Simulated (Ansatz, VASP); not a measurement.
**One calculation of TaN, two programs**

```
Ta N
1.0
     0.00000    2.20860    2.20860
     2.20860    0.00000    2.20860
     2.20860    2.20860    0.00000
Ta N
1 1
Direct
  0.50000 0.50000 0.50000
  0.00000 0.00000 0.00000
```

Alike in both runs: functional PBE; k mesh 16 × 16 × 16; occupations gaussian, width 0.1 eV; no spin polarisation.

Ansatz relaxed the structure, and its values are those at the end. VASP's run is a single point on that final structure, the one shown.

|  | VASP | Ansatz |
| --- | --- | --- |
| version | VASP 6.6.1 | Ansatz 0.2.0 |
| potentials or method | VASP PAW PBE potentials, release 64 (Ta_pv, N), cutoff 600 eV | scalar-relativistic, plane waves, PAW |
| valence electrons in the cell | 16 | 18 |

```csv
,VASP,Ansatz,Ansatz less VASP
gap on the k mesh at the Fermi level (eV),none,none,-
pressure (GPa),0.7,0.0,-0.69
```

A gap of «none» marks a metal or a gap that the smearing closes. VASP's potentials hold 16 valence electrons a cell and Ansatz's 18, so a difference there can come from the potentials and not from the codes.

Spin-orbit coupling is off throughout.
